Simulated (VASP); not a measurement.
# PdI in VASP: a series of runs, part 2 of 4

VASP 6.6.1. The steps go on from the part before.

### Step 3. Single point, PBE

This run uses another cell than the first one, of 22.80 Å³/atom, 0.783 times its volume.

INCAR reads:

```
  PREC = Accurate
  ENCUT = 500
  EDIFF = 1E-6
  ISMEAR = 0
  SIGMA = 0.1
  LREAL = F
  LASPH = T
  NELM = 120
  ALGO = Normal
  ISIF = 2
  LWAVE = F
  LCHARG = F
  GGA = PE
  NBANDS = 16
  GGA_COMPAT = F
```

KPOINTS reads:

```
Automatic mesh
0
Gamma
  6 6 4
```

POSCAR reads:

```
PdI
1.0
    3.5854042654      0.0000000000      0.0000000000
    0.0000000000      3.5854042654      0.0000000000
    0.0000000000      0.0000000000      3.5478305036
Pd I
1 1
Direct
    0.5000000000      0.5000000000      0.5000000000
    0.0000000000      0.0000000000      0.0000000000
```

Potentials or basis: VASP PAW PBE potentials, release 64 (Pd, I).

On the command line:

```sh
cat potpaw_PBE.64/Pd/POTCAR potpaw_PBE.64/I/POTCAR > POTCAR
mpirun -np 1 vasp_std > vasp.out
```

OUTCAR:

```text
PREC = Accurate
   ENCUT = 500
   EDIFF = 1E-6
   ISMEAR = 0
   LREAL = F
   LASPH = T
   NELM = 120
   ISIF = 2
   GGA = PE

 ion  position               nearest neighbor table
   1  0.500  0.500  0.500-   2 3.09   2 3.09   2 3.09   2 3.09   2 3.09   2 3.09   2 3.09   2 3.09

   2  0.000  0.000  0.000-   1 3.09   1 3.09   1 3.09   1 3.09   1 3.09   1 3.09   1 3.09   1 3.09

  LATTYP: Found a simple tetragonal cell.
 ALAT       =     3.5854042654
 C/A-ratio  =     0.9895203556

  Lattice vectors:

 A1 = (   3.5854042654,   0.0000000000,   0.0000000000)
 A2 = (   0.0000000000,   3.5854042654,   0.0000000000)
 A3 = (   0.0000000000,   0.0000000000,   3.5478305036)

Analysis of symmetry for initial positions (statically):
=====================================================================
 Subroutine PRICEL returns:
 Original cell was already a primitive cell.

 Routine SETGRP: Setting up the symmetry group for a
 simple tetragonal supercell.

 Subroutine GETGRP returns: Found 16 space group operations
 (whereof 16 operations were pure point group operations)
 out of a pool of 16 trial point group operations.

The static configuration has the point symmetry D_4h.

Analysis of symmetry for dynamics (positions and initial velocities):
=====================================================================
 Subroutine PRICEL returns:
 Original cell was already a primitive cell.

 Routine SETGRP: Setting up the symmetry group for a
 simple tetragonal supercell.

 Subroutine GETGRP returns: Found 16 space group operations
 (whereof 16 operations were pure point group operations)
 out of a pool of 16 trial point group operations.

The dynamic configuration has the point symmetry D_4h.

 Subroutine INISYM returns: Found 16 space group operations
 (whereof 16 operations are pure point group operations),
 and found     1 'primitive' translations

----------------------------------------------------------------------------------------

                                     Primitive cell

  volume of cell :      45.6078

  direct lattice vectors                    reciprocal lattice vectors
     3.585404265  0.000000000  0.000000000     0.278908577  0.000000000  0.000000000
     0.000000000  3.585404265  0.000000000     0.000000000  0.278908577  0.000000000
     0.000000000  0.000000000  3.547830504     0.000000000  0.000000000  0.281862394

  length of vectors
     3.585404265  3.585404265  3.547830504     0.278908577  0.278908577  0.281862394

  position of ions in fractional coordinates (direct lattice)
     0.500000000  0.500000000  0.500000000
     0.000000000  0.000000000  0.000000000

  ion indices of the primitive-cell ions
   primitive index   ion index
                 1           1
                 2           2

----------------------------------------------------------------------------------------

 KPOINTS: Automatic mesh

Automatic generation of k-mesh.
 Grid dimensions read from file:
 generate k-points for:    6    6    4

 Generating k-lattice:

  Cartesian coordinates                     Fractional coordinates (reciprocal lattice)
     0.046484763  0.000000000  0.000000000     0.166666667  0.000000000  0.000000000
     0.000000000  0.046484763  0.000000000     0.000000000  0.166666667  0.000000000
     0.000000000  0.000000000  0.070465599     0.000000000  0.000000000  0.250000000

  Length of vectors
     0.046484763  0.046484763  0.070465599

  Shift w.r.t. Gamma in fractional coordinates (k-lattice)
     0.000000000  0.000000000  0.000000000

 Subroutine IBZKPT returns following result:
 ===========================================

 Found     30 irreducible k-points:

 Following reciprocal coordinates:
            Coordinates               Weight
  0.000000  0.000000  0.000000      1.000000
  0.166667  0.000000  0.000000      4.000000
  0.333333  0.000000  0.000000      4.000000
  0.500000  0.000000  0.000000      2.000000
  0.166667  0.166667  0.000000      4.000000
  0.333333  0.166667  0.000000      8.000000
[... 16 lines left out ...]
  0.333333  0.000000  0.500000      4.000000
  0.500000  0.000000  0.500000      2.000000
 [... further k-points ...]
   k-points           NKPTS =     30   k-points in BZ     NKDIM =     30   number of bands    NBANDS=     16
   number of dos      NEDOS =    301   number of ions     NIONS =      2
   total plane-waves  NPLWV =  21952
   dimension x,y,z NGX =    28 NGY =   28 NGZ =   28
   dimension x,y,z NGXF=    56 NGYF=   56 NGZF=   56
   ions per type =               1   1
   NGX,Y,Z   is equivalent  to a cutoff of  12.98, 12.98, 13.12 a.u.
   NGXF,Y,Z  is equivalent  to a cutoff of  25.97, 25.97, 26.24 a.u.
 SYSTEM =  unknown system
   PREC   = accura    normal or accurate (medium, high low for compatibility)
   ISTART =      0    job   : 0-new  1-cont  2-samecut
   ICHARG =      2    charge: 1-file 2-atom 10-const
   ISPIN  =      1    spin polarized calculation?
   LNONCOLLINEAR =      F non collinear calculations
   LSORBIT =      F    spin-orbit coupling
   LASPH  =      T    aspherical Exc in radial PAW
   ENCUT  =  500.0 eV  36.75 Ry    6.06 a.u.   6.54  6.54  6.47*2*pi/ulx,y,z
   NELM   =    120;   NELMIN=  2; NELMDL= -5     # of ELM steps
   EDIFF  = 0.1E-05   stopping-criterion for ELM
   LREAL  =      F    real-space projection
   EDIFFG = 0.1E-04   stopping-criterion for IOM
   NSW    =      0    number of steps for IOM
   IBRION =     -1    ionic relax: 0-MD 1-quasi-New 2-CG
   NFREE  =      0    steps in history (QN), initial steepest desc. (CG)
   ISIF   =      2    stress and relaxation
   ISYM   =      2    0-nonsym 1-usesym 2-fastsym
   POTIM  = 0.5000    time-step for ionic-motion
   TEBEG  =    0.0;   TEEND  =   0.0 temperature during run
   PSTRESS=    0.0 pullay stress
   NELECT =      17.0000    total number of electrons
   NUPDOWN=      -1.0000    fix difference up-down
   EMIN   =  10.00;   EMAX   =-10.00  energy-range for DOS
   EFERMI =   0.00;   METHOD = LEGACY
   ISMEAR =     0;   SIGMA  =   0.10  broadening in eV -4-tet -1-fermi 0-gaus
   EFERMI_NEDOS =   21; number of points for ismear=-14 and -15
   IALGO  =     38    algorithm
   IMIX   =      4    mixing-type and parameters
     AMIX     =   0.40;   BMIX     =  1.00
     AMIX_MAG =   1.60;   BMIX_MAG =  1.00
  volume/ion in A,a.u.               =      22.80       153.89
  Fermi-wavevector in a.u.,A,eV,Ry     =   1.178179  2.226436 18.886339  1.388107
  Thomas-Fermi vector in A             =   2.314513
   LORBIT       =      0    0 simple, 1 ext, 2 COOP (PROOUT), +10 PAW based schemes
   GGA     = PE    functional components
   LHFCALC =     F    Hartree Fock is set to
   AEXX    =    0.0000 exact exchange contribution
   IVDW    =     0    specifies the selected vdW correction
   LEPSILON=     F    determine dielectric tensor
   LRPA    =     F    only Hartree local field effects (RPA)
 non-spin polarized calculation
 Gauss-broadening in eV      SIGMA  =   0.10
  energy-cutoff  :      500.00
  volume of cell :       45.61
 maximum number of plane-waves:      1189
 NGX is ok and might be reduce to    28
   NGX = 13   NGY = 13   NGZ = 13

 number of electron      16.9999998 magnetization

 Free energy of the ion-electron system (eV)
  ---------------------------------------------------
  ext. energy  EPLUGINS =         0.00000000
  ---------------------------------------------------
  free energy    TOTEN  =        -6.01890803 eV

  energy without entropy =       -6.00534895  energy(sigma->0) =       -6.01212849

 E-fermi :   8.1552     XC(G=0): -10.9006

 val. band max:        8.1549712734   @ k =   0.3333   0.0000   0.2500
 cond. band min:       8.1814157351   @ k =   0.3333   0.1667   0.5000
 fundamental gap:      0.0264444616
 Fermi energy:         8.1552443509

 k-point     1 :       0.0000    0.0000    0.0000
  band No.  band energies     occupation
      1      -6.5823      2.00000
      2       5.2818      2.00000
      3       5.2971      2.00000
      4       6.0493      2.00000
      5       6.0493      2.00000
      6       6.1920      2.00000
[... 8 lines left out ...]
     15      20.4626      0.00000
     16      22.1216      0.00000
[... 419 lines left out ...]
 k-point    24 :       0.5000    0.0000    0.5000
  band No.  band energies     occupation
      1      -5.0814      2.00000
      2       2.7536      2.00000
      3       2.8481      2.00000
      4       5.3839      2.00000
      5       5.9819      2.00000
      6       6.0044      2.00000
[... 8 lines left out ...]
     15      19.0662      0.00000
     16      19.3828      0.00000

 [... further k-points ...]
[... 5 lines left out ...]
  --------------------------------------------------------------------------------------
  -------------------------------------------------------------------------------------
  Total        0.0756413      0.0756413     -0.0536442      0.0000000      0.0000000     -0.0000000
  in kB        2.6572372      2.6572372     -1.8844904      0.0000000      0.0000000     -0.0000000
  external PRESSURE =       1.1433280 kB  Pullay stress =       0.0000000 kB

 VOLUME and BASIS-vectors are now :
 -----------------------------------------------------------------------------
  energy-cutoff  :      500.00
  volume of cell :       45.61
      direct lattice vectors                 reciprocal lattice vectors
     3.585404265  0.000000000  0.000000000     0.278908577  0.000000000  0.000000000
     0.000000000  3.585404265  0.000000000     0.000000000  0.278908577  0.000000000
     0.000000000  0.000000000  3.547830504     0.000000000  0.000000000  0.281862394

 POSITION                                       TOTAL-FORCE (eV/Angst)
 -----------------------------------------------------------------------------------
      1.79270      1.79270      1.77392         0.000000      0.000000      0.000000
      0.00000      0.00000      0.00000         0.000000      0.000000      0.000000
 -----------------------------------------------------------------------------------
    total drift:                                0.000000      0.000000      0.000000

  FREE ENERGIE OF THE ION-ELECTRON SYSTEM (eV)
  ---------------------------------------------------
  free  energy   TOTEN  =        -6.0189080327 eV

  energy  without entropy=       -6.0053489518  energy(sigma->0) =       -6.01212849
```

OSZICAR:

```text
N       E                     dE             d eps       ncg     rms          rms(c)
DAV:   1     0.758118106858E+02    0.75812E+02   -0.69592E+03   968   0.868E+02
DAV:   2    -0.383508501135E+01   -0.79647E+02   -0.71291E+02  1200   0.187E+02
DAV:   3    -0.603994647852E+01   -0.22049E+01   -0.21879E+01  1184   0.309E+01
DAV:   4    -0.605701981799E+01   -0.17073E-01   -0.17072E-01  1272   0.319E+00
DAV:   5    -0.605732144372E+01   -0.30163E-03   -0.30162E-03  1216   0.425E-01    0.906E+00
DAV:   6    -0.602936753370E+01    0.27954E-01   -0.89845E-02  1104   0.330E+00    0.557E+00
DAV:   7    -0.602957534547E+01   -0.20781E-03   -0.10658E-01  1040   0.344E+00    0.300E+00
DAV:   8    -0.601921515951E+01    0.10360E-01   -0.15748E-02  1048   0.151E+00    0.211E-01
DAV:   9    -0.601892467556E+01    0.29048E-03   -0.21988E-03  1184   0.348E-01    0.253E-01
DAV:  10    -0.601891721496E+01    0.74606E-05   -0.50554E-05  1240   0.436E-02    0.167E-01
DAV:  11    -0.601890986000E+01    0.73550E-05   -0.11106E-05  1144   0.334E-02    0.633E-02
DAV:  12    -0.601890802934E+01    0.18307E-05   -0.37400E-06  1112   0.103E-02    0.158E-02
DAV:  13    -0.601890803268E+01   -0.33428E-08   -0.12569E-07   648   0.281E-03
   1 F= -.60189080E+01 E0= -.60121285E+01  d E =-.135591E-01
```

Wall time 35 s (1 thread of Intel Xeon 8259CL, shared host); peak memory 0.17 GiB.

Results:

```
Free energy : -6.0189 eV
Pressure    : 0.1 GPa
```

Levels at points of the mesh, in eV from the Fermi level:
```tsv
k point	band 5	band 6	band 7	band 8	band 9	band 10	band 11	band 12	band 13	band 14
(0.00, 0.00, 0.00)	-2.11	-1.96	-1.75	-1.75	-1.75	0.71	6.20	6.20	12.18	12.18
(0.50, 0.00, 0.00)	-2.62	-1.70	-1.26	0.62	0.63	4.01	5.67	5.67	6.85	7.07
(0.50, 0.50, 0.00)	-2.14	-2.14	-1.79	-1.27	-0.69	0.86	8.04	8.16	8.16	10.99
(0.00, 0.00, 0.50)	-2.59	-1.70	-1.22	0.61	0.61	3.96	5.61	5.69	6.86	6.86
(0.50, 0.00, 0.50)	-2.17	-2.15	-1.83	-1.26	-0.77	0.94	8.02	8.02	8.06	10.81
(0.50, 0.50, 0.50)	-1.24	-1.23	0.09	0.13	0.13	2.00	2.00	2.02	4.19	17.29
```

Caveat: the k points lie up to 0.44 Å⁻¹ apart; spin-orbit coupling is left out, which moves the levels of the heavy elements; an odd number of electrons without spin polarisation forces a metal; a magnetic or distorted state may lie lower.

(Continued in part 3 of 4.)
